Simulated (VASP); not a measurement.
Input of a VASP 6.6.1 run:

File INCAR:

```
ALGO = Normal
EDIFF = 1E-6
ENCUT = 520
GGA = PE
ISIF = 2
ISMEAR = 0
LASPH = T
LCHARG = F
LREAL = F
LWAVE = F
NBANDS = 18
NELM = 100
PREC = Accurate
SIGMA = 0.1
```

Contents of KPOINTS:

```
k-points
0
Gamma
  4 4 6
```

POSCAR

```
P
1.0
    5.5100116344      0.0000000000      0.0000000000
    0.0000000000      5.5100116344      0.0000000000
    0.0000000000      0.0000000000      3.2066833723
P
4
Direct
    0.3721696445      0.0000000000      0.7500000000
    0.6278303555      0.0000000000      0.2500000000
    0.0000000000      0.3721696445      0.0000000000
    0.0000000000      0.6278303555      0.5000000000
```

Potentials or basis: VASP PAW PBE potentials, release 64 (P).

The run is started by

```console
$ cat potpaw_PBE.64/P/POTCAR > POTCAR
$ mpirun -np 1 vasp_std > vasp.out
```

(1) What does it give for the largest force?

(2) Predict the pressure.

(3) Predict the band gap on the k mesh.

## Answers

(1) 0.067 eV/Å.

(2) -0.1 GPa.

(3) zero (band 10 reaches 4.12 eV, above the bottom of band 11 at 3.40 eV).
